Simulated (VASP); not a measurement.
# Ta (Fmmm) in VASP: single point with PBEsol

Aim: the single point of Ta with PBEsol.

All numbers are computed with VASP 6.6.1; they aren't measurements. Logs are shortened: lines on timing, memory, paths and dates and some standing lists are left out, and cuts for length are marked.

## Step 1: The cell of the first run

The structure is orthorhombic, space group Fmmm (No. 69). Conventional cell: a = 3.303 Å, b = 4.671 Å, c = 18.682 Å, α = 90.00°, β = 90.00°, γ = 90.00°. Ta (site symmetry mm2) has 7 Ta at 2.34 to 2.86 Å within 3.1 Å. Ta (site symmetry mm2) has 14 Ta at 2.86 to 3.30 Å within 3.8 Å.

## Step 2: Single point, PBEsol (the part above a cut slid along it)

INCAR reads:

```
SYSTEM = Ta
PREC = Accurate ; ENCUT = 520
EDIFF = 1E-6 ; ISMEAR = 0
SIGMA = 0.15 ; LREAL = .False.
LASPH = .True. ; NELM = 100
ALGO = Fast ; ISIF = 2
LWAVE = .False. ; LCHARG = .True.
GGA = PS ; LELF = .True.
LVHAR = .True. ; ISYM = 0
NBANDS = 30
```

KPOINTS reads:

```
Automatic mesh
0
Gamma
  17 17 5
  0 0 0
```

POSCAR reads:

```
Ta
1.0
   -1.6512800000      1.6512800000     -1.6512800000
   -1.6512800000     -1.6512800000      1.6512800000
    0.0000000000      8.2564000000      4.9538400000
Ta
4
Direct
   -0.4375000000      0.4375000000      0.8750000000
    0.4375000000      0.5625000000      0.1250000000
   -0.1875000000      0.1875000000      0.3750000000
    0.1875000000      0.8125000000      0.6250000000
```

Potentials or basis: VASP PAW PBE potentials, release 64 (Ta_pv).

Command:

```bash
> cat potpaw_PBE.64/Ta_pv/POTCAR > POTCAR
> mpirun -np 1 vasp_std > vasp.out
```

OUTCAR:

```text
SYSTEM = Ta
   PREC = Accurate
   ENCUT = 520
   EDIFF = 1E-6
   ISMEAR = 0
   LREAL = .False.
   LASPH = .True.
   NELM = 100
   ISIF = 2
   GGA = PS
   ISYM = 0

 ion  position               nearest neighbor table
   1  0.562  0.438  0.875-   2 2.34   4 2.86   4 2.86   4 3.30   4 3.30
   2  0.438  0.562  0.125-   1 2.34   3 2.86   3 2.86   3 3.30   3 3.30
   3  0.812  0.188  0.375-   2 2.86   4 2.86   2 2.86   4 2.86   2 3.30   4 3.30   4 3.30   2 3.30

   4  0.188  0.812  0.625-   3 2.86   1 2.86   3 2.86   1 2.86   1 3.30   3 3.30   1 3.30   3 3.30

IMPORTANT INFORMATION: All symmetrisations will be switched off!
NOSYMM: (Re-)initialisation of all symmetry stuff for point group C_1.

----------------------------------------------------------------------------------------

                                     Primitive cell

  volume of cell :      72.0414

  direct lattice vectors                    reciprocal lattice vectors
    -1.651280000  1.651280000 -1.651280000    -0.302795407  0.113548278 -0.189247129
    -1.651280000 -1.651280000  1.651280000    -0.302795407 -0.113548278  0.189247129
     0.000000000  8.256400000  4.953840000     0.000000000  0.075698852  0.075698852

  length of vectors
     2.860100858  2.860100858  9.628534245     0.374690200  0.374690200  0.107054343

  position of ions in fractional coordinates (direct lattice)
     0.562500000  0.437500000  0.875000000
     0.437500000  0.562500000  0.125000000
     0.812500000  0.187500000  0.375000000
     0.187500000  0.812500000  0.625000000

  ion indices of the primitive-cell ions
   primitive index   ion index
                 1           1
                 2           2
                 3           3
                 4           4

----------------------------------------------------------------------------------------

 KPOINTS: Automatic mesh

Automatic generation of k-mesh.
 Grid dimensions read from file:
 generate k-points for:   17   17    5

 Generating k-lattice:

  Cartesian coordinates                     Fractional coordinates (reciprocal lattice)
    -0.017811495  0.006679310 -0.011132184     0.058823529  0.000000000  0.000000000
    -0.017811495 -0.006679310  0.011132184     0.000000000  0.058823529 -0.000000000
     0.000000000  0.015139770  0.015139770     0.000000000  0.000000000  0.200000000

  Length of vectors
     0.022040600  0.022040600  0.021410869

  Shift w.r.t. Gamma in fractional coordinates (k-lattice)
     0.000000000  0.000000000  0.000000000

 -----------------------------------------------------------------------------
|                                                                             |
|           W    W    AA    RRRRR   N    N  II  N    N   GGGG   !!!           |
|           W    W   A  A   R    R  NN   N  II  NN   N  G    G  !!!           |
|           W    W  A    A  R    R  N N  N  II  N N  N  G       !!!           |
|           W WW W  AAAAAA  RRRRR   N  N N  II  N  N N  G  GGG   !            |
|           WW  WW  A    A  R   R   N   NN  II  N   NN  G    G                |
|           W    W  A    A  R    R  N    N  II  N    N   GGGG   !!!           |
|                                                                             |
|     Your reciprocal lattice and k-lattice belong to different lattice       |
|     classes:                                                                |
|                                                                             |
|        The reciprocal lattice is body-centered orthorhombic,                |
|        whereas your k-lattice is base-centered monoclinic.                  |
|                                                                             |
|     Results are often still useful ...                                      |
|                                                                             |
 -----------------------------------------------------------------------------

 WARNING: IBZKPT: internal override: KBLOWUP is changed to .FALSE.
      ... skipping the blow-up phase ...

 Subroutine IBZKPT returns following result:
 ===========================================

 Found    723 irreducible k-points:

 Following reciprocal coordinates:
            Coordinates               Weight
  0.000000  0.000000  0.000000      1.000000
  0.058824  0.000000  0.000000      2.000000
  0.117647  0.000000  0.000000      2.000000
  0.176471 -0.000000 -0.000000      2.000000
  0.235294  0.000000  0.000000      2.000000
  0.294118 -0.000000  0.000000      2.000000
[... 16 lines left out ...]
 -0.235294  0.058824  0.000000      2.000000
 -0.176471  0.058824  0.000000      2.000000
 [... further k-points ...]
   k-points           NKPTS =    723   k-points in BZ     NKDIM =    723   number of bands    NBANDS=     30
   number of dos      NEDOS =    301   number of ions     NIONS =      4
   total plane-waves  NPLWV =  41472
   dimension x,y,z NGX =    24 NGY =   24 NGZ =   72
   dimension x,y,z NGXF=    48 NGYF=   48 NGZF=  144
   ions per type =               4
   NGX,Y,Z   is equivalent  to a cutoff of  13.95, 13.95, 12.43 a.u.
   NGXF,Y,Z  is equivalent  to a cutoff of  27.90, 27.90, 24.86 a.u.
 SYSTEM =  Ta
   PREC   = accura    normal or accurate (medium, high low for compatibility)
   ISTART =      0    job   : 0-new  1-cont  2-samecut
   ICHARG =      2    charge: 1-file 2-atom 10-const
   ISPIN  =      1    spin polarized calculation?
   LNONCOLLINEAR =      F non collinear calculations
   LSORBIT =      F    spin-orbit coupling
   LASPH  =      T    aspherical Exc in radial PAW
   ENCUT  =  520.0 eV  38.22 Ry    6.18 a.u.   5.32  5.32 17.90*2*pi/ulx,y,z
   NELM   =    100;   NELMIN=  2; NELMDL= -5     # of ELM steps
   EDIFF  = 0.1E-05   stopping-criterion for ELM
   LREAL  =      F    real-space projection
   EDIFFG = 0.1E-04   stopping-criterion for IOM
   NSW    =      0    number of steps for IOM
   IBRION =     -1    ionic relax: 0-MD 1-quasi-New 2-CG
   NFREE  =      0    steps in history (QN), initial steepest desc. (CG)
   ISIF   =      2    stress and relaxation
   ISYM   =      0    0-nonsym 1-usesym 2-fastsym
   POTIM  = 0.5000    time-step for ionic-motion
   TEBEG  =    0.0;   TEEND  =   0.0 temperature during run
   PSTRESS=    0.0 pullay stress
   NELECT =      44.0000    total number of electrons
   NUPDOWN=      -1.0000    fix difference up-down
   EMIN   =  10.00;   EMAX   =-10.00  energy-range for DOS
   EFERMI =   0.00;   METHOD = LEGACY
   ISMEAR =     0;   SIGMA  =   0.15  broadening in eV -4-tet -1-fermi 0-gaus
   EFERMI_NEDOS =   21; number of points for ismear=-14 and -15
   IALGO  =     68    algorithm
   IMIX   =      4    mixing-type and parameters
     AMIX     =   0.40;   BMIX     =  1.00
     AMIX_MAG =   1.60;   BMIX_MAG =  1.00
  volume/ion in A,a.u.               =      18.01       121.54
  Fermi-wavevector in a.u.,A,eV,Ry     =   1.388988  2.624806 26.249534  1.929286
  Thomas-Fermi vector in A             =   2.513061
   LORBIT       =      0    0 simple, 1 ext, 2 COOP (PROOUT), +10 PAW based schemes
   GGA     = PS    functional components
   LHFCALC =     F    Hartree Fock is set to
   AEXX    =    0.0000 exact exchange contribution
   IVDW    =     0    specifies the selected vdW correction
   LEPSILON=     F    determine dielectric tensor
   LRPA    =     F    only Hartree local field effects (RPA)
 non-spin polarized calculation
 RMM-DIIS sequential band-by-band and
 Gauss-broadening in eV      SIGMA  =   0.15
  energy-cutoff  :      520.00
  volume of cell :       72.04
 maximum number of plane-waves:      1958
 NGX is ok and might be reduce to    24
   NGX = 11   NGY = 11   NGZ = 35

 number of electron      44.0000007 magnetization

 Free energy of the ion-electron system (eV)
  ---------------------------------------------------
  ext. energy  EPLUGINS =         0.00000000
  ---------------------------------------------------
  free energy    TOTEN  =       -48.70890156 eV

  energy without entropy =      -48.65740844  energy(sigma->0) =      -48.68315500

 E-fermi :   5.4632     XC(G=0): -12.6986

 val. band max:        5.4628111403   @ k =  -0.3529  -0.1765   0.2000
 cond. band min:       5.4642155681   @ k =   0.3529   0.1176   0.0000
 fundamental gap:      0.0014044278
 Fermi energy:         5.4631582965

 k-point     1 :       0.0000    0.0000    0.0000
  band No.  band energies     occupation
      1     -29.7342      2.00000
      2     -28.5381      2.00000
      3     -28.1724      2.00000
      4     -28.0908      2.00000
      5     -28.0583      2.00000
      6     -27.8843      2.00000
[... 22 lines left out ...]
     29       8.8279      0.00000
     30       8.8403      0.00000

 k-point     2 :       0.0588    0.0000    0.0000
  band No.  band energies     occupation
      1     -29.7282      2.00000
      2     -28.5411      2.00000
      3     -28.1863      2.00000
      4     -28.1010      2.00000
      5     -28.0581      2.00000
      6     -27.9016      2.00000
[... 22 lines left out ...]
     29       8.7180      0.00000
     30       8.8207      0.00000

 k-point     3 :       0.1176    0.0000    0.0000
  band No.  band energies     occupation
      1     -29.7112      2.00000
      2     -28.5509      2.00000
      3     -28.2301      2.00000
      4     -28.1399      2.00000
      5     -28.0656      2.00000
      6     -27.9442      2.00000
[... 22 lines left out ...]
     29       8.5823      0.00000
     30       8.8599      0.00000

 k-point     4 :       0.1765   -0.0000   -0.0000
  band No.  band energies     occupation
      1     -29.6861      2.00000
      2     -28.5722      2.00000
      3     -28.3083      2.00000
      4     -28.2210      2.00000
      5     -28.1036      2.00000
      6     -28.0175      2.00000
[... 616 lines left out ...]
     29       9.0083      0.00000
     30       9.3625      0.00000

 k-point    23 :      -0.2353    0.0588    0.0000
  band No.  band energies     occupation
      1     -29.6610      2.00000
      2     -28.5885      2.00000
      3     -28.3706      2.00000
      4     -28.3309      2.00000
      5     -28.1642      2.00000
      6     -28.1272      2.00000
[... 22 lines left out ...]
     29       8.5083      0.00000
     30       8.8218      0.00000

 k-point    24 :      -0.1765    0.0588    0.0000
  band No.  band energies     occupation
      1     -29.6889      2.00000
      2     -28.5543      2.00000
      3     -28.2533      2.00000
      4     -28.2207      2.00000
      5     -28.0877      2.00000
      6     -28.0280      2.00000
[... 22 lines left out ...]
     29       8.1065      0.00000
     30       8.6463      0.00000

 [... further k-points ...]
[... 5 lines left out ...]
  --------------------------------------------------------------------------------------
  -------------------------------------------------------------------------------------
  Total       -2.9603838      2.8636880      2.8514825      0.0000132      3.1905723     -0.0000104
  in kB      -65.8379736     63.6874897     63.4160438      0.0002927     70.9572922     -0.0002304
  external PRESSURE =      20.4218533 kB  Pullay stress =       0.0000000 kB

 VOLUME and BASIS-vectors are now :
 -----------------------------------------------------------------------------
  energy-cutoff  :      520.00
  volume of cell :       72.04
      direct lattice vectors                 reciprocal lattice vectors
    -1.651280000  1.651280000 -1.651280000    -0.302795407  0.113548278 -0.189247129
    -1.651280000 -1.651280000  1.651280000    -0.302795407 -0.113548278  0.189247129
     0.000000000  8.256400000  4.953840000     0.000000000  0.075698852  0.075698852

 POSITION                                       TOTAL-FORCE (eV/Angst)
 -----------------------------------------------------------------------------------
     -1.65128      7.43076      4.12820        -0.000001     -3.286815     -3.287699
     -1.65128      0.82564      0.82564        -0.000001      3.286725      3.287608
     -1.65128      4.12820      0.82564         0.000000     -0.327982     -0.328712
     -1.65128      4.12820      4.12820         0.000002      0.328072      0.328803
 -----------------------------------------------------------------------------------
    total drift:                                0.000000     -0.000008     -0.000009

  FREE ENERGIE OF THE ION-ELECTRON SYSTEM (eV)
  ---------------------------------------------------
  free  energy   TOTEN  =       -48.7089015575 eV

  energy  without entropy=      -48.6574084402  energy(sigma->0) =      -48.68315500
```

It took 22 min on 1 thread of Oxide Virtual Turin-like, shared host; peak memory 1 GiB.

What came out:

* Free energy: -48.7089 eV
* Pressure: 2.0 GPa
* Largest force: 4.649 eV/Å
* Band gap on the k mesh: zero (bands 22 and 23 overlap by 0.91 eV)

Forces on the atoms (eV/Å):
```
Ta   0.000 -3.287 -3.288
Ta   0.000  3.287  3.288
Ta   0.000 -0.328 -0.329
Ta   0.000  0.328  0.329
```

Levels at points of the mesh, in eV from the Fermi level:
| k point | band 20 | band 21 | band 22 | band 23 | band 24 | band 25 |
| --- | --- | --- | --- | --- | --- | --- |
| (0.00, 0.00, 0.00) | 0.13 | 0.14 | 0.23 | 0.89 | 0.90 | 1.29 |

Caveat: the cell differs from its parent crystal (the part above a cut slid along it); the stress differs along the axes, from -7 to 6 GPa; the PAW data sets were made with another functional, which shifts forces and pressure a little; spin-orbit coupling is left out, which moves the levels of the heavy elements.
